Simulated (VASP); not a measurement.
# Be (I4/mmm) in VASP: notebook

Be is run at these levels: PBE+D3(BJ); tasks: single point.

Program: VASP 6.6.1. These are calculated values, not measurements. Logs are shortened: lines on timing, memory, paths and dates and some standing lists are left out, and cuts for length are marked.

## Step 1: The cell of the first run

Symmetry: I4/mmm, No. 139, tetragonal system. Conventional cell: a = 2.456 Å, b = 2.456 Å, c = 2.507 Å, α = 90.00°, β = 90.00°, γ = 90.00°. Within 2.8 Å of Be (site symmetry 4/mmm) lie 14 Be at 2.14 to 2.51 Å.

## Step 2: Single point, PBE+D3(BJ) (volume scaled by 1.03, then relaxed in part)

The input, INCAR:

```
SYSTEM = Be
  ALGO = Normal
  EDIFF = 1E-6
  ENCUT = 520
  GGA = PE
  ISIF = 2
  ISMEAR = 0
  IVDW = 12
  LASPH = .TRUE.
  LCHARG = .FALSE.
  LREAL = .FALSE.
  LWAVE = .FALSE.
  NBANDS = 12
  NELM = 100
  PREC = Accurate
  SIGMA = 0.1
```

The input, KPOINTS:

```
k-points
0
G
  16 12 12
  0 0 0
```

The input, POSCAR:

```
Be
1.0
    2.5066202313      0.0000000000      0.0000000000
    0.0000000000      3.4733639736      0.0000000000
    0.0000000000      0.0000000000      3.4733639736
Be
4
Direct
    0.7500000000      0.7500000000      0.7500000000
    0.2500000000      0.2500000000      0.7500000000
    0.2500000000      0.7500000000      0.2500000000
    0.7500000000      0.2500000000      0.2500000000
```

Potentials or basis: VASP PAW PBE potentials, release 64 (Be).

Run with:

```
cat potpaw_PBE.64/Be/POTCAR > POTCAR
mpirun -np 1 vasp_std > vasp.out
```

OUTCAR:

```text
SYSTEM = Be
   EDIFF = 1E-6
   ENCUT = 520
   GGA = PE
   ISIF = 2
   ISMEAR = 0
   IVDW = 12
   LASPH = .TRUE.
   LREAL = .FALSE.
   NELM = 100
   PREC = Accurate
 IVDW          = 12

 ion  position               nearest neighbor table
   1  0.750  0.750  0.750-   2 2.14   3 2.14   3 2.14   2 2.14   2 2.14   3 2.14   3 2.14   2 2.14

   2  0.250  0.250  0.750-   1 2.14   4 2.14   4 2.14   1 2.14   1 2.14   4 2.14   4 2.14   1 2.14

   3  0.250  0.750  0.250-   1 2.14   4 2.14   1 2.14   4 2.14   1 2.14   4 2.14   1 2.14   4 2.14

   4  0.750  0.250  0.250-   2 2.14   3 2.14   2 2.14   3 2.14   2 2.14   3 2.14   2 2.14   3 2.14

  LATTYP: Found a simple tetragonal cell.
 ALAT       =     3.4733639736
 C/A-ratio  =     0.7216693241

  Lattice vectors:

 A1 = (   0.0000000000,   3.4733639736,   0.0000000000)
 A2 = (   0.0000000000,   0.0000000000,   3.4733639736)
 A3 = (   2.5066202313,   0.0000000000,   0.0000000000)

Analysis of symmetry for initial positions (statically):
=====================================================================
 Subroutine PRICEL returns following result:

  LATTYP: Found a body centered tetragonal cell.
 ALAT       =     2.4560392193
 C/A-ratio  =     1.0205945457

  Lattice vectors:

 A1 = (  -1.2533101156,   0.0000000000,  -1.7366819868)
 A2 = (  -1.2533101156,   0.0000000000,   1.7366819868)
 A3 = (   1.2533101156,   1.7366819868,   0.0000000000)

   4 primitive cells build up your supercell.

 Routine SETGRP: Setting up the symmetry group for a
 simple tetragonal supercell.

 Subroutine GETGRP returns: Found 16 space group operations
 (whereof  8 operations were pure point group operations)
 out of a pool of 16 trial point group operations.

The static configuration has the point symmetry D_2d.
 The point group associated with its full space group is D_4h.

Analysis of symmetry for dynamics (positions and initial velocities):
=====================================================================
 Subroutine PRICEL returns following result:

  LATTYP: Found a body centered tetragonal cell.
 ALAT       =     2.4560392193
 C/A-ratio  =     1.0205945457

  Lattice vectors:

 A1 = (  -1.2533101156,   0.0000000000,  -1.7366819868)
 A2 = (  -1.2533101156,   0.0000000000,   1.7366819868)
 A3 = (   1.2533101156,   1.7366819868,   0.0000000000)

   4 primitive cells build up your supercell.

[... 115 lines left out ...]
   TEBEG  =    0.0;   TEEND  =   0.0 temperature during run
   PSTRESS=    0.0 pullay stress
   NELECT =       8.0000    total number of electrons
   NUPDOWN=      -1.0000    fix difference up-down
   EMIN   =  10.00;   EMAX   =-10.00  energy-range for DOS
   EFERMI =   0.00;   METHOD = LEGACY
   ISMEAR =     0;   SIGMA  =   0.10  broadening in eV -4-tet -1-fermi 0-gaus
   EFERMI_NEDOS =   21; number of points for ismear=-14 and -15
   IALGO  =     38    algorithm
   IMIX   =      4    mixing-type and parameters
     AMIX     =   0.40;   BMIX     =  1.00
     AMIX_MAG =   1.60;   BMIX_MAG =  1.00
  volume/ion in A,a.u.               =       7.56        51.02
  Fermi-wavevector in a.u.,A,eV,Ry     =   1.050933  1.985976 15.027099  1.104461
  Thomas-Fermi vector in A             =   2.185956
   LORBIT       =      0    0 simple, 1 ext, 2 COOP (PROOUT), +10 PAW based schemes
   GGA     = PE    functional components
   LHFCALC =     F    Hartree Fock is set to
   AEXX    =    0.0000 exact exchange contribution
   IVDW    =    12    specifies the selected vdW correction
   LEPSILON=     F    determine dielectric tensor
   LRPA    =     F    only Hartree local field effects (RPA)
 non-spin polarized calculation
 Gauss-broadening in eV      SIGMA  =   0.10
  energy-cutoff  :      520.00
  volume of cell :       30.24
 maximum number of plane-waves:       850
 NGX is ok and might be reduce to    20
   NGX =  9   NGY = 13   NGZ = 13

 number of electron       8.0000000 magnetization

 Free energy of the ion-electron system (eV)
  ---------------------------------------------------
  ext. energy  EPLUGINS =         0.00000000
  ---------------------------------------------------
  free energy    TOTEN  =       -14.65468916 eV

  energy without entropy =      -14.65207979  energy(sigma->0) =      -14.65338447

 E-fermi :   8.3227     XC(G=0): -10.7601

 val. band max:        8.3150388095   @ k =   0.0625   0.3333   0.0000
 cond. band min:       8.3471033781   @ k =   0.3750   0.4167   0.0000
 fundamental gap:      0.0320645686
 Fermi energy:         8.3227424110

 k-point     1 :       0.0000    0.0000    0.0000
  band No.  band energies     occupation
      1      -4.2018      2.00000
      2       3.0108      2.00000
      3       3.0108      2.00000
      4       8.9503      0.00000
      5       8.9503      0.00000
      6      11.8282      0.00000
      7      12.6470      0.00000
      8      12.6470      0.00000
      9      18.0023      0.00000
     10      18.5373      0.00000
     11      20.6077      0.00000
     12      20.6077      0.00000
[... 331 lines left out ...]
 k-point    24 :       0.3125    0.1667    0.0000
  band No.  band energies     occupation
      1      -2.2473      2.00000
      2       3.6749      2.00000
      3       4.4439      2.00000
      4       5.6226      2.00000
      5       8.3736      0.47220
      6      11.1476      0.00000
      7      13.0942      0.00000
      8      13.9861      0.00000
      9      14.2676      0.00000
     10      14.6865      0.00000
     11      18.7859      0.00000
     12      19.6074      0.00000

 [... further k-points ...]

------------------------ aborting loop because EDIFF is reached ----------------------------------------

 Edisp (eV)   -1.48706

 E8    (eV) :    -0.5152

  FORCE on cell =-STRESS in cart. coord.  units (eV):
  Direction    XX          YY          ZZ          XY          YZ          ZX
  --------------------------------------------------------------------------------------
  -------------------------------------------------------------------------------------
  Total      -0.67852    -0.69067    -0.69067     0.00000     0.00000    -0.00000
  in kB     -35.94863   -36.59235   -36.59235     0.00000     0.00000    -0.00000
  external pressure =      -36.38 kB  Pullay stress =        0.00 kB

 VOLUME and BASIS-vectors are now :
 -----------------------------------------------------------------------------
  energy-cutoff  :      520.00
  volume of cell :       30.24
      direct lattice vectors                 reciprocal lattice vectors
     2.506620231  0.000000000  0.000000000     0.398943561  0.000000000  0.000000000
     0.000000000  3.473363974  0.000000000     0.000000000  0.287905330  0.000000000
     0.000000000  0.000000000  3.473363974     0.000000000  0.000000000  0.287905330

 POSITION                                       TOTAL-FORCE (eV/Angst)
 -----------------------------------------------------------------------------------
      1.87997      2.60502      2.60502        -0.000000      0.000000      0.000000
      0.62666      0.86834      2.60502         0.000000     -0.000000     -0.000000
      0.62666      2.60502      0.86834        -0.000000      0.000000      0.000000
      1.87997      0.86834      0.86834         0.000000     -0.000000     -0.000000
 -----------------------------------------------------------------------------------
    total drift:                               -0.000000     -0.000000     -0.000000

  FREE ENERGIE OF THE ION-ELECTRON SYSTEM (eV)
  ---------------------------------------------------
  free  energy   TOTEN  =       -16.1417455093 eV

  energy  without entropy=      -16.1391361395  energy(sigma->0) =      -16.14044082
```

OSZICAR:

```text
N       E                     dE             d eps       ncg     rms          rms(c)
DAV:   1     0.943364502882E+00    0.94336E+00   -0.33695E+03  6048   0.563E+02
DAV:   2    -0.143999442674E+02   -0.15343E+02   -0.14636E+02  7904   0.102E+02
DAV:   3    -0.147870420498E+02   -0.38710E+00   -0.38445E+00  8264   0.111E+01
DAV:   4    -0.147882723429E+02   -0.12303E-02   -0.12299E-02  7112   0.714E-01
DAV:   5    -0.147882765883E+02   -0.42454E-05   -0.42455E-05  7880   0.347E-02    0.163E+00
DAV:   6    -0.146915515567E+02    0.96725E-01   -0.11685E-02  6892   0.125E+00    0.100E+00
DAV:   7    -0.146548054137E+02    0.36746E-01   -0.11386E-02  6532   0.130E+00    0.386E-02
DAV:   8    -0.146546882179E+02    0.11720E-03   -0.37598E-05  7720   0.636E-02    0.155E-02
DAV:   9    -0.146546892226E+02   -0.10048E-05   -0.44170E-06  7564   0.171E-02    0.622E-04
DAV:  10    -0.146546891575E+02    0.65124E-07   -0.58266E-09  4844   0.880E-04
   1 F= -.16141746E+02 E0= -.16140441E+02  d E =-.260937E-02
```

stdout:

```text
POSCAR found type information on POSCAR Be
 POSCAR found :  1 types and       4 ions
 scaLAPACK will be used
 LDA part: xc-table for (Slater+PW92), standard interpolation
 POSCAR, INCAR and KPOINTS ok, starting setup
 FFT: planning ... GRIDC
 FFT: planning ... GRID_SOFT
 FFT: planning ... GRID
 WAVECAR not read
 entering main loop
```

Run time: 37 s. Hardware: 1 thread of Intel Xeon Platinum 8488C (Sapphire Rapids), shared host; peak memory 0.2 GiB.

Results:

```yaml
Free_energy: -16.1417 eV
Pressure: -3.6 GPa
Band_gap_on_the_k_mesh: zero (band 4 reaches 9.58 eV, above the bottom of band 5 at 7.04 eV)
Dispersion_energy_per_atom: -0.372 eV
```

Levels at points of the mesh, in eV from the Fermi level:
| k point | band 1 | band 2 | band 3 | band 4 | band 5 | band 6 | band 7 | band 8 | band 9 |
| --- | --- | --- | --- | --- | --- | --- | --- | --- | --- |
| (0.00, 0.00, 0.00) | -12.52 | -5.31 | -5.31 | 0.63 | 0.63 | 3.51 | 4.32 | 4.32 | 9.68 |
| (0.50, 0.00, 0.00) | -8.10 | -8.10 | 0.51 | 0.51 | 0.51 | 0.51 | 0.66 | 0.66 | 9.59 |
| (0.00, 0.50, 0.00) | -10.27 | -10.27 | -2.34 | -2.34 | 1.60 | 1.60 | 6.38 | 6.38 | 10.75 |
| (0.50, 0.50, 0.00) | -5.97 | -5.97 | -5.97 | -5.97 | 3.43 | 3.43 | 3.43 | 3.43 | 7.75 |
| (0.00, 0.50, 0.50) | -7.92 | -7.92 | -7.92 | -7.92 | 9.23 | 9.23 | 9.23 | 9.23 | 10.00 |
| (0.50, 0.50, 0.50) | -5.48 | -5.48 | -5.48 | -5.48 | 0.36 | 0.36 | 0.36 | 0.36 | 12.76 |

Caveat: pairwise dispersion overbinds metals, which lowers pressure and volume.

## Step 3: Single point, PBE+D3(BJ) (volume scaled by 0.88, then relaxed in part)

The input, INCAR:

```
PREC = Accurate
ENCUT = 520
EDIFF = 1E-6
ISMEAR = 0
SIGMA = 0.1
LREAL = F
LASPH = T
NELM = 100
ALGO = Normal
ISIF = 2
LWAVE = F
LCHARG = T
GGA = PE
IVDW = 12
LELF = T
LVHAR = T
NBANDS = 12
```

The input, KPOINTS:

```
Automatic mesh
0
Gamma
  16 12 12
```

The input, POSCAR:

```
Be
1.0
    2.3759569616      0.0000000000      0.0000000000
    0.0000000000      3.2976002294      0.0000000000
    0.0000000000      0.0000000000      3.2976002294
Be
4
Direct
    0.7500000000      0.7500000000      0.7500000000
    0.2500000000      0.2500000000      0.7500000000
    0.2500000000      0.7500000000      0.2500000000
    0.7500000000      0.2500000000      0.2500000000
```

Potentials or basis: VASP PAW PBE potentials, release 64 (Be).

Run with:

```
cat potpaw_PBE.64/Be/POTCAR > POTCAR
mpirun -np 1 vasp_std > vasp.out
```

Wall time 34 s (1 thread of Intel Xeon Platinum 8488C (Sapphire Rapids), shared host); peak memory 0.19 GiB.

Results (log left out):

| Property | Result |
| --- | --- |
| Free energy | -15.9330 eV |
| Pressure | 21.6 GPa |
| Band gap on the k mesh | zero (band 4 reaches 11.57 eV, above the bottom of band 5 at 8.31 eV) |
| Dispersion energy per atom | -0.438 eV |

Stress tensor (GPa, compression positive):
```
21.49  0.00  0.00
 0.00 21.63  0.00
 0.00  0.00 21.63
```

Levels at points of the mesh, in eV from the Fermi level:
| k point | band 2 | band 3 | band 4 | band 5 | band 6 | band 7 |
| --- | --- | --- | --- | --- | --- | --- |
| (0.00, 0.00, 0.00) | -5.97 | -5.97 | 1.17 | 1.17 | 4.04 | 4.89 |
| (0.50, 0.00, 0.00) | -8.76 | 0.53 | 0.53 | 0.53 | 0.53 | 0.68 |
| (0.00, 0.50, 0.00) | -11.10 | -2.66 | -2.66 | 2.00 | 2.00 | 7.25 |
| (0.50, 0.50, 0.00) | -6.52 | -6.52 | -6.52 | 3.79 | 3.79 | 3.79 |
| (0.00, 0.50, 0.50) | -8.58 | -8.58 | -8.58 | 10.45 | 10.45 | 10.45 |
| (0.50, 0.50, 0.50) | -6.14 | -6.14 | -6.14 | 0.92 | 0.92 | 0.92 |

Caveat: pairwise dispersion overbinds metals, which lowers pressure and volume.

## Step 4: Single point, PBE+D3(BJ) (volume scaled by 0.91, then relaxed in part)

The input, INCAR:

```
SYSTEM = Be
  ALGO = Normal
  EDIFF = 1E-7
  ENCUT = 520
  GGA = PE
  ISIF = 2
  ISMEAR = 0
  IVDW = 12
  LASPH = .True.
  LCHARG = .False.
  LREAL = .False.
  LWAVE = .False.
  NBANDS = 12
  NELM = 80
  PREC = Accurate
  SIGMA = 0.1
```

The input, KPOINTS:

```
k-points
0
Gamma
  16 12 12
  0 0 0
```

The input, POSCAR:

```
Be
1.0
    2.4034918934      0.0000000000      0.0000000000
    0.0000000000      3.3340746439      0.0000000000
    0.0000000000      0.0000000000      3.3340746439
Be
4
Direct
    0.7500000000      0.7500000000      0.7500000000
    0.2500000000      0.2500000000      0.7500000000
    0.2500000000      0.7500000000      0.2500000000
    0.7500000000      0.2500000000      0.2500000000
```

Run with:

```
cat potpaw_PBE.64/Be/POTCAR > POTCAR
mpirun -np 1 vasp_std > vasp.out
```

Run time: 43 s. Hardware: 1 thread of Intel Xeon Platinum 8488C (Sapphire Rapids), shared host; peak memory 0.19 GiB.

Results (log left out):

- Free energy: -16.0335 eV
- Pressure: 15.1 GPa
- Band gap on the k mesh: zero (band 4 reaches 11.13 eV, above the bottom of band 5 at 8.03 eV)
- Dispersion energy per atom: -0.423 eV

Stress tensor (GPa, compression positive):
```
15.03  0.00  0.00
 0.00 15.16  0.00
 0.00  0.00 15.16
```

Levels at points of the mesh, in eV from the Fermi level:
```csv
k point,band 1,band 2,band 3,band 4,band 5,band 6,band 7,band 8,band 9
"(0.00, 0.00, 0.00)",-13.27,-5.82,-5.82,1.04,1.04,3.91,4.76,4.76,10.32
"(0.50, 0.00, 0.00)",-8.62,-8.62,0.52,0.52,0.52,0.52,0.68,0.68,10.75
"(0.00, 0.50, 0.00)",-10.92,-10.92,-2.59,-2.59,1.91,1.91,7.06,7.06,11.85
"(0.50, 0.50, 0.00)",-6.40,-6.40,-6.40,-6.40,3.71,3.71,3.71,3.71,8.85
"(0.00, 0.50, 0.50)",-8.44,-8.44,-8.44,-8.44,10.17,10.17,10.17,10.17,10.97
"(0.50, 0.50, 0.50)",-6.00,-6.00,-6.00,-6.00,0.79,0.79,0.79,0.79,14.09
```

Caveat: pairwise dispersion overbinds metals, which lowers pressure and volume.

## Step 5: Single point, PBE+D3(BJ) (volume scaled by 0.94, then relaxed in part)

Changes to INCAR since step 4:

```diff
@@ -2,3 +2,3 @@
   ALGO = Normal
-  EDIFF = 1E-7
+  EDIFF = 1E-6
   ENCUT = 520
```

KPOINTS is that of step 4.

The input, POSCAR:

```
Be
1.0
    2.4304980692      0.0000000000      0.0000000000
    0.0000000000      3.3697077746      0.0000000000
    0.0000000000      0.0000000000      3.3697077746
Be
4
Direct
    0.7500000000      0.7500000000      0.7500000000
    0.2500000000      0.2500000000      0.7500000000
    0.2500000000      0.7500000000      0.2500000000
    0.7500000000      0.2500000000      0.2500000000
```

Run with:

```
cat potpaw_PBE.64/Be/POTCAR > POTCAR
mpirun -np 1 vasp_std > vasp.out
```

Wall time 38 s (1 thread of Intel Xeon Platinum 8488C (Sapphire Rapids), shared host); peak memory 0.19 GiB.

Results (log left out):

| Item | Value |
| --- | --- |
| Free energy | -16.1007 eV |
| Pressure | 9.5 GPa |
| Band gap on the k mesh | zero (band 4 reaches 10.71 eV, above the bottom of band 5 at 7.76 eV) |
| Dispersion energy per atom | -0.409 eV |

Stress tensor (GPa, compression positive):
```
9.40 0.00 0.00
0.00 9.50 0.00
0.00 0.00 9.50
```

Levels at points of the mesh, in eV from the Fermi level:
| k point | band 1 | band 2 | band 3 | band 4 | band 5 | band 6 | band 7 | band 8 |
| --- | --- | --- | --- | --- | --- | --- | --- | --- |
| (0.00, 0.00, 0.00) | -13.07 | -5.69 | -5.69 | 0.93 | 0.93 | 3.79 | 4.65 | 4.65 |
| (0.50, 0.00, 0.00) | -8.49 | -8.49 | 0.52 | 0.52 | 0.52 | 0.52 | 0.68 | 0.68 |
| (0.00, 0.50, 0.00) | -10.75 | -10.75 | -2.52 | -2.52 | 1.82 | 1.82 | 6.87 | 6.87 |
| (0.50, 0.50, 0.00) | -6.29 | -6.29 | -6.29 | -6.29 | 3.64 | 3.64 | 3.64 | 3.64 |
| (0.00, 0.50, 0.50) | -8.30 | -8.30 | -8.30 | -8.30 | 9.91 | 9.91 | 9.91 | 9.91 |
| (0.50, 0.50, 0.50) | -5.86 | -5.86 | -5.86 | -5.86 | 0.67 | 0.67 | 0.67 | 0.67 |

Caveat: pairwise dispersion overbinds metals, which lowers pressure and volume.

## Step 6: The runs side by side

| cell | gap on the mesh (eV) | pressure (GPa) |
| --- | --- | --- |
| a = 2.507, b = 3.473, c = 3.473 Å, 4 atoms | none | -3.6 |
| a = 2.376, b = 3.298, c = 3.298 Å, 4 atoms | none | 21.6 |
| a = 2.403, b = 3.334, c = 3.334 Å, 4 atoms | none | 15.1 |
| a = 2.430, b = 3.370, c = 3.370 Å, 4 atoms | none | 9.5 |

Alike in all rows: task single point; level PBE+D3(BJ); potentials or basis VASP PAW PBE potentials, release 64 (Be); no spin polarisation; k mesh 16 × 12 × 12; cutoff (eV) 520; smearing gaussian 0.1 eV.

Caveats: pairwise dispersion overbinds metals, which lowers pressure and volume.

Absolute energies hang on the potentials; compare differences alone.
